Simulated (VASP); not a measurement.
# C (I4/mmm) in VASP: further runs

Runs on C. Level: LDA. Tasks: single point.

All numbers are computed with VASP 6.6.1; they aren't measurements. Logs are shortened: lines on timing, memory, paths and dates and some standing lists are left out, and cuts for length are marked.

### 1 The cell of the first run

Symmetry: I4/mmm, No. 139, tetragonal system. The conventional cell has a = 4.748 Å, b = 4.748 Å, c = 4.965 Å, α = 90.00°, β = 90.00°, γ = 90.00°. Within 1.9 Å of C (site symmetry m) lie 4 C at 1.46 to 1.62 Å.

### 2 Single point, LDA (strain -0.015 along x and y, +0.030 along z)

INCAR

```
PREC = Accurate
ENCUT = 520
EDIFF = 1E-7
ISMEAR = 0
SIGMA = 0.05
LREAL = F
LASPH = T
NELM = 80
ALGO = Normal
ISIF = 2
LWAVE = F
LCHARG = F
NBANDS = 26
```

KPOINTS

```
Automatic mesh
0
Gamma
  8 8 8
```

POSCAR

```
C
1.0
   -2.3742423240      2.3742423240      2.4827102475
    2.3742423240     -2.3742423240      2.4827102475
    2.3742423240      2.3742423240     -2.4827102475
C
8
Direct
    0.3254710859      0.0000000000      0.0000000000
    0.6745289141      0.6745289141      0.6745289141
    0.0000000000      0.3254710859      0.0000000000
    0.0000000000      0.0000000000      0.3254710859
    0.0000000000      0.6745289141      0.0000000000
    0.3254710859      0.3254710859      0.3254710859
    0.6745289141      0.0000000000      0.0000000000
    0.0000000000      0.0000000000      0.6745289141
```

Potentials or basis: VASP PAW LDA potentials, release 64 (C).

Launch:

```bash
> cat potpaw_LDA.64/C/POTCAR > POTCAR
> mpirun -np 1 vasp_std > vasp.out
```

OUTCAR:

```text
PREC = Accurate
   ENCUT = 520
   EDIFF = 1E-7
   ISMEAR = 0
   LREAL = F
   LASPH = T
   NELM = 80
   ISIF = 2

 ion  position               nearest neighbor table
   1  0.325  0.000  0.000-   7 1.46   6 1.55   8 1.55   5 1.62
   2  0.675  0.675  0.675-   6 1.46   5 1.55   7 1.55   8 1.62
   3  0.000  0.325  0.000-   5 1.46   6 1.55   8 1.55   7 1.62
   4  0.000  0.000  0.325-   8 1.46   7 1.55   5 1.55   6 1.62
   5  0.000  0.675  0.000-   3 1.46   2 1.55   4 1.55   1 1.62
   6  0.325  0.325  0.325-   2 1.46   1 1.55   3 1.55   4 1.62
   7  0.675  0.000  0.000-   1 1.46   2 1.55   4 1.55   3 1.62
   8  0.000  0.000  0.675-   4 1.46   3 1.55   1 1.55   2 1.62

  LATTYP: Found a body centered tetragonal cell.
 ALAT       =     4.7484846480
 C/A-ratio  =     1.0456852792

  Lattice vectors:

 A1 = (  -2.3742423240,   2.3742423240,   2.4827102475)
 A2 = (   2.3742423240,  -2.3742423240,   2.4827102475)
 A3 = (   2.3742423240,   2.3742423240,  -2.4827102475)

Analysis of symmetry for initial positions (statically):
=====================================================================
 Subroutine PRICEL returns:
 Original cell was already a primitive cell.

 Routine SETGRP: Setting up the symmetry group for a
 body centered tetragonal supercell.

 Subroutine GETGRP returns: Found 16 space group operations
 (whereof 16 operations were pure point group operations)
 out of a pool of 16 trial point group operations.

The static configuration has the point symmetry D_4h.

Analysis of symmetry for dynamics (positions and initial velocities):
=====================================================================
 Subroutine PRICEL returns:
 Original cell was already a primitive cell.

 Routine SETGRP: Setting up the symmetry group for a
 body centered tetragonal supercell.

 Subroutine GETGRP returns: Found 16 space group operations
 (whereof 16 operations were pure point group operations)
 out of a pool of 16 trial point group operations.

The dynamic configuration has the point symmetry D_4h.

 Subroutine INISYM returns: Found 16 space group operations
 (whereof 16 operations are pure point group operations),
 and found     1 'primitive' translations

----------------------------------------------------------------------------------------

                                     Primitive cell

  volume of cell :      55.9804

  direct lattice vectors                    reciprocal lattice vectors
    -2.374242324  2.374242324  2.482710248     0.000000000  0.210593500  0.201392813
     2.374242324 -2.374242324  2.482710248     0.210593500  0.000000000  0.201392813
     2.374242324  2.374242324 -2.482710248     0.210593500  0.210593500  0.000000000

  length of vectors
     4.175871574  4.175871574  4.175871574     0.291390952  0.291390952  0.297824183

  position of ions in fractional coordinates (direct lattice)
     0.325471086  0.000000000  0.000000000
     0.674528914  0.674528914  0.674528914
     0.000000000  0.325471086  0.000000000
     0.000000000  0.000000000  0.325471086
     0.000000000  0.674528914  0.000000000
     0.325471086  0.325471086  0.325471086
     0.674528914  0.000000000  0.000000000
     0.000000000  0.000000000  0.674528914

  ion indices of the primitive-cell ions
   primitive index   ion index
                 1           1
                 2           2
                 3           3
                 4           4
                 5           5
                 6           6
                 7           7
                 8           8

----------------------------------------------------------------------------------------

 KPOINTS: Automatic mesh

Automatic generation of k-mesh.
 Grid dimensions read from file:
 generate k-points for:    8    8    8

 Generating k-lattice:

  Cartesian coordinates                     Fractional coordinates (reciprocal lattice)
     0.000000000  0.026324187  0.025174102     0.125000000  0.000000000  0.000000000
     0.026324187  0.000000000  0.025174102     0.000000000  0.125000000  0.000000000
     0.026324187  0.026324187  0.000000000     0.000000000  0.000000000  0.125000000

  Length of vectors
     0.036423869  0.036423869  0.037228023

  Shift w.r.t. Gamma in fractional coordinates (k-lattice)
     0.000000000  0.000000000  0.000000000

 Subroutine IBZKPT returns following result:
 ===========================================

 Found     59 irreducible k-points:

 Following reciprocal coordinates:
            Coordinates               Weight
  0.000000  0.000000  0.000000      1.000000
  0.125000  0.000000 -0.000000      8.000000
  0.250000  0.000000 -0.000000      8.000000
  0.375000  0.000000  0.000000      8.000000
  0.500000  0.000000 -0.000000      4.000000
  0.125000  0.125000 -0.000000      8.000000
[... 16 lines left out ...]
  0.250000  0.125000  0.125000     16.000000
  0.375000  0.125000  0.125000      8.000000
 [... further k-points ...]
   k-points           NKPTS =     59   k-points in BZ     NKDIM =     59   number of bands    NBANDS=     26
   number of dos      NEDOS =    301   number of ions     NIONS =      8
   total plane-waves  NPLWV =  32768
   dimension x,y,z NGX =    32 NGY =   32 NGZ =   32
   dimension x,y,z NGXF=    64 NGYF=   64 NGZF=   64
   ions per type =               8
   NGX,Y,Z   is equivalent  to a cutoff of  12.74, 12.74, 12.74 a.u.
   NGXF,Y,Z  is equivalent  to a cutoff of  25.48, 25.48, 25.48 a.u.
 SYSTEM =  unknown system
   PREC   = accura    normal or accurate (medium, high low for compatibility)
   ISTART =      0    job   : 0-new  1-cont  2-samecut
   ICHARG =      2    charge: 1-file 2-atom 10-const
   ISPIN  =      1    spin polarized calculation?
   LNONCOLLINEAR =      F non collinear calculations
   LSORBIT =      F    spin-orbit coupling
   LASPH  =      T    aspherical Exc in radial PAW
   ENCUT  =  520.0 eV  38.22 Ry    6.18 a.u.   7.76  7.76  7.76*2*pi/ulx,y,z
   NELM   =     80;   NELMIN=  2; NELMDL= -5     # of ELM steps
   EDIFF  = 0.1E-06   stopping-criterion for ELM
   LREAL  =      F    real-space projection
   EDIFFG = 0.1E-05   stopping-criterion for IOM
   NSW    =      0    number of steps for IOM
   IBRION =     -1    ionic relax: 0-MD 1-quasi-New 2-CG
   NFREE  =      0    steps in history (QN), initial steepest desc. (CG)
   ISIF   =      2    stress and relaxation
   ISYM   =      2    0-nonsym 1-usesym 2-fastsym
   POTIM  = 0.5000    time-step for ionic-motion
   TEBEG  =    0.0;   TEEND  =   0.0 temperature during run
   PSTRESS=    0.0 pullay stress
   NELECT =      32.0000    total number of electrons
   NUPDOWN=      -1.0000    fix difference up-down
   EMIN   =  10.00;   EMAX   =-10.00  energy-range for DOS
   EFERMI =   0.00;   METHOD = LEGACY
   ISMEAR =     0;   SIGMA  =   0.05  broadening in eV -4-tet -1-fermi 0-gaus
   EFERMI_NEDOS =   21; number of points for ismear=-14 and -15
   IALGO  =     38    algorithm
   IMIX   =      4    mixing-type and parameters
     AMIX     =   0.40;   BMIX     =  1.00
     AMIX_MAG =   1.60;   BMIX_MAG =  1.00
  volume/ion in A,a.u.               =       7.00        47.22
  Fermi-wavevector in a.u.,A,eV,Ry     =   1.358666  2.567507 25.116001  1.845974
  Thomas-Fermi vector in A             =   2.485480
   LORBIT       =      0    0 simple, 1 ext, 2 COOP (PROOUT), +10 PAW based schemes
   GGA     = CA    functional components
   LHFCALC =     F    Hartree Fock is set to
   AEXX    =    0.0000 exact exchange contribution
   IVDW    =     0    specifies the selected vdW correction
   LEPSILON=     F    determine dielectric tensor
   LRPA    =     F    only Hartree local field effects (RPA)
 non-spin polarized calculation
 Gauss-broadening in eV      SIGMA  =   0.05
  energy-cutoff  :      520.00
  volume of cell :       55.98
 maximum number of plane-waves:      1532
   NGX = 15   NGY = 15   NGZ = 15

 number of electron      32.0000003 magnetization

 Free energy of the ion-electron system (eV)
  ---------------------------------------------------
  ext. energy  EPLUGINS =         0.00000000
  ---------------------------------------------------
  free energy    TOTEN  =       -75.14268575 eV

  energy without entropy =      -75.14268575  energy(sigma->0) =      -75.14268575

 E-fermi :   7.3268     XC(G=0): -12.0174

 val. band max:        7.0504493909   @ k =   0.5000   0.5000   0.5000
 cond. band min:       9.3559106940   @ k =  -0.1250  -0.1250   0.1250
 fundamental gap:      2.3054613031
 Fermi energy:         7.3267553277

 k-point     1 :       0.0000    0.0000    0.0000
  band No.  band energies     occupation
      1     -14.1543      2.00000
      2      -6.5084      2.00000
      3      -5.6401      2.00000
      4      -5.6401      2.00000
      5      -5.0734      2.00000
      6      -5.0734      2.00000
[... 18 lines left out ...]
     25      18.0617      0.00000
     26      18.7037      0.00000

 k-point     2 :       0.1250    0.0000   -0.0000
  band No.  band energies     occupation
      1     -14.0571      2.00000
      2      -7.1974      2.00000
      3      -6.2169      2.00000
      4      -5.9565      2.00000
      5      -5.0249      2.00000
      6      -4.9178      2.00000
[... 18 lines left out ...]
     25      17.9961      0.00000
     26      18.3924      0.00000

 k-point     3 :       0.2500    0.0000   -0.0000
  band No.  band energies     occupation
      1     -13.7913      2.00000
      2      -8.3768      2.00000
      3      -6.8312      2.00000
      4      -5.9326      2.00000
      5      -5.1124      2.00000
      6      -5.0817      2.00000
[... 572 lines left out ...]
 k-point    23 :       0.2500    0.1250    0.1250
  band No.  band energies     occupation
      1     -13.3631      2.00000
      2      -9.1922      2.00000
      3      -7.7050      2.00000
      4      -7.2036      2.00000
      5      -4.3309      2.00000
      6      -3.8061      2.00000
[... 18 lines left out ...]
     25      18.4828      0.00000
     26      18.8359      0.00000

 k-point    24 :       0.3750    0.1250    0.1250
  band No.  band energies     occupation
      1     -13.2299      2.00000
      2      -9.4172      2.00000
      3      -7.9560      2.00000
      4      -7.2530      2.00000
      5      -4.3411      2.00000
      6      -3.7633      2.00000
[... 18 lines left out ...]
     25      18.7389      0.00000
     26      18.8516      0.00000

 [... further k-points ...]
[... 5 lines left out ...]
  --------------------------------------------------------------------------------------
  -------------------------------------------------------------------------------------
  Total        3.6623998      3.6623998     -5.2740887      0.0000000      0.0000000      0.0000000
  in kB      104.8190502    104.8190502   -150.9461009      0.0000000      0.0000000      0.0000000
  external PRESSURE =      19.5639998 kB  Pullay stress =       0.0000000 kB

 VOLUME and BASIS-vectors are now :
 -----------------------------------------------------------------------------
  energy-cutoff  :      520.00
  volume of cell :       55.98
      direct lattice vectors                 reciprocal lattice vectors
    -2.374242324  2.374242324  2.482710248     0.000000000  0.210593500  0.201392813
     2.374242324 -2.374242324  2.482710248     0.210593500  0.000000000  0.201392813
     2.374242324  2.374242324 -2.482710248     0.210593500  0.210593500  0.000000000

 POSITION                                       TOTAL-FORCE (eV/Angst)
 -----------------------------------------------------------------------------------
     -0.77275      0.77275      0.80805        -0.449825      0.449825     -0.599948
      1.60150      1.60150      1.67466        -0.449825     -0.449825      0.599948
      0.77275     -0.77275      0.80805         0.449825     -0.449825     -0.599948
      0.77275      0.77275     -0.80805         0.449825      0.449825      0.599948
      1.60150     -1.60150      1.67466        -0.449825      0.449825      0.599948
      0.77275      0.77275      0.80805         0.449825      0.449825     -0.599948
     -1.60150      1.60150      1.67466         0.449825     -0.449825      0.599948
      1.60150      1.60150     -1.67466        -0.449825     -0.449825     -0.599948
 -----------------------------------------------------------------------------------
    total drift:                                0.000000      0.000000     -0.000000

  FREE ENERGIE OF THE ION-ELECTRON SYSTEM (eV)
  ---------------------------------------------------
  free  energy   TOTEN  =       -75.1426857496 eV

  energy  without entropy=      -75.1426857496  energy(sigma->0) =      -75.14268575
```

It took 43 s on 1 thread of Intel Xeon 6975P-C, shared host; peak memory 0.18 GiB.

What came out:

```
Free energy            : -75.1427 eV
Pressure               : 2.0 GPa
Largest force          : 0.874 eV/Å
Band gap on the k mesh : 2.31 eV, indirect (least direct gap 2.80 eV)
```

Forces on the atoms (eV/Å):
```
C   -0.450  0.450 -0.600
C   -0.450 -0.450  0.600
C    0.450 -0.450 -0.600
C    0.450  0.450  0.600
C   -0.450  0.450  0.600
C    0.450  0.450 -0.600
C    0.450 -0.450  0.600
C   -0.450 -0.450 -0.600
```

Levels at points of the mesh, in eV from the valence-band top:
| k point | band 14 | band 15 | band 16 | band 17 | band 18 | band 19 |
| --- | --- | --- | --- | --- | --- | --- |
| (0.00, 0.00, 0.00) | -0.72 | -0.72 | -0.09 | 2.71 | 4.55 | 4.55 |
| (0.50, 0.00, 0.00) | -3.10 | -2.71 | -2.24 | 3.59 | 5.52 | 5.87 |
| (0.50, 0.50, 0.00) | -2.99 | -2.49 | -2.21 | 3.88 | 4.30 | 5.33 |
| (0.50, 0.50, 0.50) | -0.56 | 0.00 | 0.00 | 3.62 | 5.28 | 5.28 |

Caveat: the cell differs from its parent crystal (strain -0.015 along x and y, +0.030 along z). A k mesh can miss the band edges.

(Continued in part 2 of 2.)
